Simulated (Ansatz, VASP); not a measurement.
## RbBr in VASP and in Ansatz

Contents of INCAR:

```
SYSTEM = RbBr
ALGO     = Normal         ! electronic algorithm
EDIFF    = 1E-7           ! SCF threshold, eV
ENCUT    = 520            ! plane-wave cutoff, eV
GGA      = PS             ! functional
ISIF     = 2              ! what is computed and relaxed
ISMEAR   = -1             ! smearing method
LASPH    = .TRUE.         ! aspherical terms in the spheres
LCHARG   = .FALSE.        ! write CHGCAR
LREAL    = .FALSE.        ! projectors in reciprocal space
LWAVE    = .FALSE.        ! write WAVECAR
NBANDS   = 15             ! bands
NELM     = 100            ! most SCF steps
PREC     = Accurate       ! precision mode
SIGMA    = 0.05           ! smearing width, eV
```

KPOINTS

```
k-points
0
G
  5 5 5
  0 0 0
```

POSCAR

```
RbBr
1.0
    0.0000000000      3.4270000000      3.4270000000
    3.4270000000      0.0000000000      3.4270000000
    3.4270000000      3.4270000000      0.0000000000
Rb Br
1 1
Direct
    0.0000000000      0.0000000000      0.0000000000
    0.5000000000      0.5000000000      0.5000000000
```

The input input.yaml:

```yaml
crystal:
  lattice:
    - [0.0, 3.427, 3.427]
    - [3.427, 0.0, 3.427]
    - [3.427, 3.427, 0.0]
  atoms:
    - { symbol: Rb, position: [0.0, 0.0, 0.0] }
    - { symbol: Br, position: [0.5, 0.5, 0.5] }
kpoints:
  mp_grid: { grid: [5, 5, 5] }
  band_path:
    path:
      - [0.0, 0.0, 0.0]
      - [0.5, 0.0, 0.5]
      - [0.5, 0.25, 0.75]
      - [0.375, 0.375, 0.75]
      - [0.0, 0.0, 0.0]
      - [0.5, 0.5, 0.5]
      - [0.625, 0.25, 0.625]
      - [0.5, 0.25, 0.75]
    npoints: 12
scf:
  occupations: { method: fermi_dirac, width: 0.05 }
hamiltonian:
  xc: pbesol
  pseudopotentials: { kind: all_electron, lapw: { basis_error: 0.001 } }
output:
  forces: true
  stress: true
  eigenvalues: true
```

Alike in both runs: functional PBEsol; k mesh 5 × 5 × 5; occupations fermi-dirac, width 0.05 eV; no spin polarisation.

```csv
,VASP,Ansatz
version,VASP 6.6.1,Ansatz 0.2.0
potentials or method,"VASP PAW PBE potentials, release 64 (Rb_sv, Br), cutoff 520 eV","all-electron LAPW, scalar-relativistic"
task,single point,band structure
```

VASP gave:

| Quantity | Value |
| --- | --- |
| gap on the k mesh at the Fermi level (eV) | 4.21 |
| least direct gap on the mesh (eV) | 4.21 |
| pressure (GPa) | 0.0 |

Problem. Which values does Ansatz return?

Solution. gap on the k mesh at the Fermi level (eV): 4.21; least direct gap on the mesh (eV): 4.21; pressure (GPa): -0.1.

VASP's potentials were made for PBE, not for PBEsol. Ansatz ran all-electron here, and VASP with PAW potentials.
